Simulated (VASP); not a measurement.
# AgI (P6_3mc) in VASP: further runs

AgI is run at these levels: r2SCAN, PBE, PBEsol; tasks: single point, relaxation of cell and atoms.

All numbers are computed with VASP 6.6.1; they aren't measurements. Logs are shortened: lines on timing, memory, paths and dates and some standing lists are left out, and cuts for length are marked.

**1. The cell of the first run**

It takes space group P6_3mc (No. 186, hexagonal). The conventional cell has a = 4.651 Å, b = 4.651 Å, c = 7.598 Å, α = 90.00°, β = 90.00°, γ = 120.00°. Within 3.8 Å of Ag (site symmetry 3m) lie 4 I at 2.85 Å. Within 3.8 Å of I (site symmetry 3m) lie 4 Ag at 2.85 Å.

**2. Single point, r2SCAN**

The input, POSCAR:

```
AgI
1.0
    4.6512919221      0.0000000000      0.0000000000
   -2.3256459611      4.0281369650      0.0000000000
    0.0000000000      0.0000000000      7.5978539869
Ag I
2 2
Direct
    0.3333333333      0.6666666667      0.0024013965
    0.6666666667      0.3333333333      0.5024013965
    0.3333333333      0.6666666667      0.3774986035
    0.6666666667      0.3333333333      0.8774986035
```

The input, INCAR.step1:

```
ALGO     = Normal         # electronic algorithm
EDIFF    = 1E-5           # SCF threshold, eV
ENCUT    = 550            # plane-wave cutoff, eV
GGA      = PE             # functional
GGA_COMPAT= F            
ISMEAR   = 0              # smearing method
LASPH    = T              # aspherical terms in the spheres
LCHARG   = F              # write CHGCAR
LREAL    = F              # projectors in reciprocal space
LWAVE    = T              # write WAVECAR
NBANDS   = 26             # bands
NELM     = 120            # most SCF steps
PREC     = Accurate       # precision mode
SIGMA    = 0.01           # smearing width, eV
```

The input, INCAR.step2:

```
ALGO     = Normal         # electronic algorithm
EDIFF    = 1E-6           # SCF threshold, eV
ENCUT    = 550            # plane-wave cutoff, eV
GGA_COMPAT= F            
ISIF     = 2              # what is computed and relaxed
ISMEAR   = 0              # smearing method
ISTART   = 1            
LASPH    = T              # aspherical terms in the spheres
LCHARG   = T              # write CHGCAR
LELF     = T              # ELF
LMIXTAU  = T            
LREAL    = F              # projectors in reciprocal space
LVHAR    = T            
LWAVE    = F              # write WAVECAR
METAGGA  = R2SCAN         # meta-GGA
NBANDS   = 26             # bands
NELM     = 120            # most SCF steps
PREC     = Accurate       # precision mode
SIGMA    = 0.01           # smearing width, eV
```

The input, KPOINTS:

```
k-points
0
Gamma
  6 6 4
```

Potentials or basis: VASP PAW PBE potentials, release 64 (Ag, I).

Run with:

```console
$ cat potpaw_PBE.64/Ag/POTCAR potpaw_PBE.64/I/POTCAR > POTCAR
$ cp INCAR.step1 INCAR
$ mpirun -np 1 vasp_std > vasp.out
$ cp INCAR.step2 INCAR
$ mpirun -np 1 vasp_std > vasp.out
```

OUTCAR:

```text
EDIFF = 1E-6
   ENCUT = 550
   ISIF = 2
   ISMEAR = 0
   ISTART = 1
   LASPH = T
   LREAL = F
   METAGGA = R2SCAN
   NELM = 120
   PREC = Accurate

 ion  position               nearest neighbor table
   1  0.333  0.667  0.002-   4 2.85   4 2.85   4 2.85   3 2.85
   2  0.667  0.333  0.502-   3 2.85   3 2.85   3 2.85   4 2.85
   3  0.333  0.667  0.377-   2 2.85   2 2.85   2 2.85   1 2.85
   4  0.667  0.333  0.877-   1 2.85   1 2.85   1 2.85   2 2.85

  LATTYP: Found a hexagonal cell.
 ALAT       =     4.6512919221
 C/A-ratio  =     1.6334932561

  Lattice vectors:

 A1 = (   4.6512919221,   0.0000000000,   0.0000000000)
 A2 = (  -2.3256459611,   4.0281369650,   0.0000000000)
 A3 = (   0.0000000000,   0.0000000000,   7.5978539869)

Analysis of symmetry for initial positions (statically):
=====================================================================
 Subroutine PRICEL returns:
 Original cell was already a primitive cell.

 Routine SETGRP: Setting up the symmetry group for a
 hexagonal supercell.

 Subroutine GETGRP returns: Found 12 space group operations
 (whereof  6 operations were pure point group operations)
 out of a pool of 24 trial point group operations.

The static configuration has the point symmetry C_3v.
 The point group associated with its full space group is C_6v.

Analysis of symmetry for dynamics (positions and initial velocities):
=====================================================================
 Subroutine PRICEL returns:
 Original cell was already a primitive cell.

 Routine SETGRP: Setting up the symmetry group for a
 hexagonal supercell.

 Subroutine GETGRP returns: Found 12 space group operations
 (whereof  6 operations were pure point group operations)
 out of a pool of 24 trial point group operations.

The dynamic configuration has the point symmetry C_3v.
 The point group associated with its full space group is C_6v.

 Subroutine INISYM returns: Found 12 space group operations
 (whereof  6 operations are pure point group operations),
 and found     1 'primitive' translations

----------------------------------------------------------------------------------------

                                     Primitive cell

  volume of cell :     142.3537

  direct lattice vectors                    reciprocal lattice vectors
     4.651291922  0.000000000  0.000000000     0.214994031  0.124126862  0.000000000
    -2.325645961  4.028136965  0.000000000     0.000000000  0.248253723  0.000000000
     0.000000000  0.000000000  7.597853987     0.000000000  0.000000000  0.131616112

  length of vectors
     4.651291922  4.651291922  7.597853987     0.248253723  0.248253723  0.131616112

  position of ions in fractional coordinates (direct lattice)
     0.333333333  0.666666667  0.002401396
     0.666666667  0.333333333  0.502401396
     0.333333333  0.666666667  0.377498604
     0.666666667  0.333333333  0.877498604

  ion indices of the primitive-cell ions
   primitive index   ion index
                 1           1
                 2           2
                 3           3
                 4           4

----------------------------------------------------------------------------------------

 KPOINTS: k-points

Automatic generation of k-mesh.
 Grid dimensions read from file:
 generate k-points for:    6    6    4

 Generating k-lattice:

  Cartesian coordinates                     Fractional coordinates (reciprocal lattice)
     0.035832339  0.020687810  0.000000000     0.166666667  0.000000000  0.000000000
     0.000000000  0.041375621  0.000000000     0.000000000  0.166666667  0.000000000
     0.000000000  0.000000000  0.032904028     0.000000000  0.000000000  0.250000000

  Length of vectors
     0.041375621  0.041375621  0.032904028

  Shift w.r.t. Gamma in fractional coordinates (k-lattice)
     0.000000000  0.000000000  0.000000000

 Subroutine IBZKPT returns following result:
 ===========================================

 Found     21 irreducible k-points:

 Following reciprocal coordinates:
            Coordinates               Weight
  0.000000  0.000000  0.000000      1.000000
  0.166667  0.000000  0.000000      6.000000
  0.333333 -0.000000  0.000000      6.000000
  0.500000  0.000000  0.000000      3.000000
  0.166667  0.166667  0.000000      6.000000
  0.333333  0.166667  0.000000     12.000000
[... 13 lines left out ...]
  0.333333  0.166667  0.500000     12.000000
  0.333333  0.333333  0.500000      2.000000
   k-points           NKPTS =     21   k-points in BZ     NKDIM =     21   number of bands    NBANDS=     26
   number of dos      NEDOS =    301   number of ions     NIONS =      4
   total plane-waves  NPLWV =  77760
   dimension x,y,z NGX =    36 NGY =   36 NGZ =   60
   dimension x,y,z NGXF=    72 NGYF=   72 NGZF=  120
   ions per type =               2   2
   NGX,Y,Z   is equivalent  to a cutoff of  12.87, 12.87, 13.13 a.u.
   NGXF,Y,Z  is equivalent  to a cutoff of  25.73, 25.73, 26.26 a.u.
 SYSTEM =  unknown system
   PREC   = accura    normal or accurate (medium, high low for compatibility)
   ISTART =      1    job   : 0-new  1-cont  2-samecut
   ICHARG =      0    charge: 1-file 2-atom 10-const
   ISPIN  =      1    spin polarized calculation?
   LNONCOLLINEAR =      F non collinear calculations
   LSORBIT =      F    spin-orbit coupling
   LASPH  =      T    aspherical Exc in radial PAW
   ENCUT  =  550.0 eV  40.42 Ry    6.36 a.u.   8.89  8.89 14.53*2*pi/ulx,y,z
   NELM   =    120;   NELMIN=  2; NELMDL=  0     # of ELM steps
   EDIFF  = 0.1E-05   stopping-criterion for ELM
   LREAL  =      F    real-space projection
   EDIFFG = 0.1E-04   stopping-criterion for IOM
   NSW    =      0    number of steps for IOM
   IBRION =     -1    ionic relax: 0-MD 1-quasi-New 2-CG
   NFREE  =      0    steps in history (QN), initial steepest desc. (CG)
   ISIF   =      2    stress and relaxation
   ISYM   =      2    0-nonsym 1-usesym 2-fastsym
   POTIM  = 0.5000    time-step for ionic-motion
   TEBEG  =    0.0;   TEEND  =   0.0 temperature during run
   PSTRESS=    0.0 pullay stress
   NELECT =      36.0000    total number of electrons
   NUPDOWN=      -1.0000    fix difference up-down
   EMIN   =  10.00;   EMAX   =-10.00  energy-range for DOS
   EFERMI =   0.00;   METHOD = LEGACY
   ISMEAR =     0;   SIGMA  =   0.01  broadening in eV -4-tet -1-fermi 0-gaus
   EFERMI_NEDOS =   21; number of points for ismear=-14 and -15
   IALGO  =     38    algorithm
   IMIX   =      4    mixing-type and parameters
     AMIX     =   0.40;   BMIX     =  1.00
     AMIX_MAG =   1.60;   BMIX_MAG =  1.00
  volume/ion in A,a.u.               =      35.59       240.16
  Fermi-wavevector in a.u.,A,eV,Ry     =   1.035268  1.956373 14.582447  1.071780
  Thomas-Fermi vector in A             =   2.169603
   LORBIT       =      0    0 simple, 1 ext, 2 COOP (PROOUT), +10 PAW based schemes
   METAGGA = R2SCAN    functional components
   LHFCALC =     F    Hartree Fock is set to
   AEXX    =    0.0000 exact exchange contribution
   IVDW    =     0    specifies the selected vdW correction
   LEPSILON=     F    determine dielectric tensor
   LRPA    =     F    only Hartree local field effects (RPA)
 non-spin polarized calculation
 Gauss-broadening in eV      SIGMA  =   0.01
  energy-cutoff  :      550.00
  volume of cell :      142.35
 maximum number of plane-waves:      4194
 NGX is ok and might be reduce to    36
   NGX = 17   NGY = 17   NGZ = 29

 number of electron      36.0000006 magnetization

 Free energy of the ion-electron system (eV)
  ---------------------------------------------------
  ext. energy  EPLUGINS =         0.00000000
  ---------------------------------------------------
  free energy    TOTEN  =       -93.05239152 eV

  energy without entropy =      -93.05239152  energy(sigma->0) =      -93.05239152

 E-fermi :   2.5500     XC(G=0):  -8.7515

 val. band max:        2.4503874133   @ k =   0.0000   0.0000   0.0000
 cond. band min:       4.2797318532   @ k =   0.0000   0.0000   0.0000
 fundamental gap:      1.8293444399
 Fermi energy:         2.5500276637

 k-point     1 :       0.0000    0.0000    0.0000
  band No.  band energies     occupation
      1     -10.5443      2.00000
      2     -10.2700      2.00000
      3      -1.6310      2.00000
      4      -1.6310      2.00000
      5      -1.6307      2.00000
      6      -1.5282      2.00000
[... 18 lines left out ...]
     25       9.6341      0.00000
     26      10.0620      0.00000

 k-point     2 :       0.1667    0.0000    0.0000
  band No.  band energies     occupation
      1     -10.4854      2.00000
      2     -10.2414      2.00000
      3      -1.6763      2.00000
      4      -1.5905      2.00000
      5      -1.5869      2.00000
      6      -1.4949      2.00000
[... 18 lines left out ...]
     25       9.6848      0.00000
     26      10.1602      0.00000

 k-point     3 :       0.3333   -0.0000    0.0000
  band No.  band energies     occupation
      1     -10.3543      2.00000
      2     -10.1927      2.00000
      3      -1.7321      2.00000
      4      -1.5799      2.00000
      5      -1.5034      2.00000
      6      -1.3861      2.00000
[... 18 lines left out ...]
     25      10.2315      0.00000
     26      10.7904      0.00000

 k-point     4 :       0.5000    0.0000    0.0000
  band No.  band energies     occupation
      1     -10.2727      2.00000
      2     -10.1816      2.00000
      3      -1.7193      2.00000
      4      -1.5924      2.00000
      5      -1.4658      2.00000
      6      -1.2764      2.00000
[... 18 lines left out ...]
     25      10.3397      0.00000
     26      12.1135      0.00000
[... 409 lines left out ...]
      1     -10.2966      2.00000
      2     -10.2966      2.00000
      3      -1.7427      2.00000
      4      -1.7427      2.00000
      5      -1.4799      2.00000
      6      -1.4799      2.00000
[... 18 lines left out ...]
     25      10.0063      0.00000
     26      10.0063      0.00000

 k-point    20 :       0.3333    0.1667    0.5000
  band No.  band energies     occupation
      1     -10.2260      2.00000
      2     -10.2260      2.00000
      3      -1.7226      2.00000
      4      -1.7226      2.00000
      5      -1.4065      2.00000
      6      -1.4065      2.00000
[... 18 lines left out ...]
     25      10.4050      0.00000
     26      10.4050      0.00000

 k-point    21 :       0.3333    0.3333    0.5000
  band No.  band energies     occupation
      1     -10.2024      2.00000
      2     -10.2024      2.00000
      3      -1.6050      2.00000
      4      -1.6050      2.00000
      5      -1.4646      2.00000
      6      -1.4646      2.00000
[... 18 lines left out ...]
     25      11.0339      0.00000
     26      11.0339      0.00000

------------------------ aborting loop because EDIFF is reached ----------------------------------------

  FORCE on cell =-STRESS in cart. coord.  units (eV):
  Direction    XX          YY          ZZ          XY          YZ          ZX
  --------------------------------------------------------------------------------------
  -------------------------------------------------------------------------------------
  Total       -0.1051354     -0.1051354     -0.1049709      0.0000000     -0.0000000      0.0000000
  in kB       -1.1832894     -1.1832894     -1.1814375      0.0000000     -0.0000000      0.0000000
  external PRESSURE =      -1.1826721 kB  Pullay stress =       0.0000000 kB

 VOLUME and BASIS-vectors are now :
 -----------------------------------------------------------------------------
  energy-cutoff  :      550.00
  volume of cell :      142.35
      direct lattice vectors                 reciprocal lattice vectors
     4.651291922  0.000000000  0.000000000     0.214994031  0.124126862  0.000000000
    -2.325645961  4.028136965  0.000000000     0.000000000  0.248253723  0.000000000
     0.000000000  0.000000000  7.597853987     0.000000000  0.000000000  0.131616112

 POSITION                                       TOTAL-FORCE (eV/Angst)
 -----------------------------------------------------------------------------------
     -0.00000      2.68542      0.01825         0.000000      0.000000     -0.000309
      2.32565      1.34271      3.81717        -0.000000     -0.000000     -0.000309
     -0.00000      2.68542      2.86818         0.000000     -0.000000      0.000309
      2.32565      1.34271      6.66711         0.000000      0.000000      0.000309
 -----------------------------------------------------------------------------------
    total drift:                               -0.000000      0.000000     -0.000855

  FREE ENERGIE OF THE ION-ELECTRON SYSTEM (eV)
  ---------------------------------------------------
  free  energy   TOTEN  =       -93.0523915230 eV

  energy  without entropy=      -93.0523915230  energy(sigma->0) =      -93.05239152
```

Wall time 5.7 min (1 thread of Intel Xeon Platinum 8375C at 2.90GHz (Ice Lake), shared host); peak memory 0.33 GiB.

What came out:

| Item | Value |
| --- | --- |
| Free energy | -93.0524 eV |
| Pressure | -0.1 GPa |
| Band gap on the k mesh | 1.83 eV |

Levels at points of the mesh, in eV from the valence-band top:
```tsv
k point	band 14	band 15	band 16	band 17	band 18	band 19	band 20	band 21	band 22	band 23
(0.00, 0.00, 0.00)	-0.68	-0.68	-0.06	0.00	0.00	1.83	3.10	6.29	6.29	6.46
(0.50, 0.00, 0.00)	-2.49	-2.08	-1.70	-0.97	-0.68	3.77	3.98	5.14	6.26	6.72
(0.00, 0.00, 0.50)	-1.58	-0.35	-0.35	-0.35	-0.35	3.09	3.09	6.03	6.03	6.57
(0.50, 0.00, 0.50)	-2.67	-1.18	-1.18	-1.17	-1.17	3.68	3.68	5.28	5.28	7.68
```

Caveat: the PAW data sets were made with another functional, which shifts forces and pressure a little; spin-orbit coupling is left out, which moves the levels of the heavy elements.

**3. Relaxation of cell and atoms, PBE**

This run uses another cell than the first one, of 35.49 Å³/atom.

The input, INCAR:

```
SYSTEM = AgI
  PREC = Accurate
  ENCUT = 500
  EDIFF = 1E-7
  ISMEAR = -1
  SIGMA = 0.02
  LREAL = .False.
  LASPH = .True.
  NELM = 120
  ALGO = Normal
  ISIF = 3
  LWAVE = .False.
  LCHARG = .False.
  GGA = PE
  IBRION = 2
  NSW = 80
  EDIFFG = -0.005
  GGA_COMPAT = .False.
  NELMIN = 4
```

The input, KPOINTS:

```
regular mesh
0
Gamma
  6 6 4
  0 0 0
```

The input, POSCAR:

```
AgI
1.0
    4.6585563974      0.0000000000      0.0000000000
   -2.3292781987      4.0344281851      0.0000000000
    0.0000000000      0.0000000000      7.5527391700
Ag I
2 2
Direct
    0.3333333300      0.6666666700      0.0009841400
    0.6666666700      0.3333333300      0.5009841400
    0.3333333300      0.6666666700      0.3789158600
    0.6666666700      0.3333333300      0.8789158600
```

Potentials or basis: VASP PAW PBE potentials, release 64 (Ag, I).

Run with:

```console
$ cat potpaw_PBE.64/Ag/POTCAR potpaw_PBE.64/I/POTCAR > POTCAR
$ mpirun -np 1 vasp_std > vasp.out
```

Run time: 9.3 min. Hardware: 1 thread of Intel Xeon Platinum 8375C at 2.90GHz (Ice Lake), shared host; peak memory 0.29 GiB.

It converged, with:

| Quantity | Value |
| --- | --- |
| Free energy | -9.5802 eV |
| Relaxed volume | 36.37 Å³/atom |
| Relaxed cell | a = 4.684 Å, b = 4.684 Å, c = 7.659 Å, α = 90.00°, β = 90.00°, γ = 120.00° |
| Space group after relaxing (to 0.1 Å) | P6_3mc (No. 186) |
| Energy gained by relaxing | 1.9 meV/atom |
| Ionic steps | 11 |
| Pressure after relaxing | 0.0 GPa |
| Band gap on the k mesh | 1.37 eV |

Step by step:
```
step  energy change (eV)  largest force (eV/Å)  pressure (GPa)  volume (Å³)
   1              0.0000                0.0120            0.66       141.95
   2             -0.0071                0.0117            0.09       144.97
   3             -0.0073                0.0116           -0.01       145.45
   4             -0.0072                0.0116            0.02       145.38
   5             -0.0073                0.0121            0.02       145.38
   6             -0.0074                0.0134            0.02       145.38
   7             -0.0075                0.0162            0.02       145.38
   8             -0.0076                0.0135            0.01       145.42
   9             -0.0076                0.0051           -0.01       145.54
  10             -0.0077                0.0018           -0.02       145.59
  11             -0.0077                0.0002           -0.01       145.49
```

Final structure:
```yaml
crystal:
  lattice:
    - [4.68357, 0.00000, 0.00000]
    - [-2.34179, 4.05609, 0.00000]
    - [0.00000, 0.00000, 7.65851]
  atoms:
    - { symbol: Ag, position: [0.33333, 0.66667, 0.00250] }
    - { symbol: Ag, position: [0.66667, 0.33333, 0.50250] }
    - { symbol: I, position: [0.33333, 0.66667, 0.37740] }
    - { symbol: I, position: [0.66667, 0.33333, 0.87740] }
```

Levels at points of the mesh, in eV from the valence-band top:
```csv
k point,band 14,band 15,band 16,band 17,band 18,band 19,band 20,band 21,band 22
"(0.00, 0.00, 0.00)",-0.64,-0.64,-0.06,0.00,0.00,1.37,2.67,5.84,5.84
"(0.50, 0.00, 0.00)",-2.40,-1.98,-1.60,-0.92,-0.64,3.31,3.65,4.90,5.80
"(0.00, 0.00, 0.50)",-1.56,-0.33,-0.33,-0.33,-0.33,2.64,2.64,5.65,5.65
"(0.50, 0.00, 0.50)",-2.58,-1.11,-1.11,-1.11,-1.11,3.30,3.30,4.94,4.94
```

Caveat: spin-orbit coupling is left out, which moves the levels of the heavy elements.

[end of part 1 of 2]
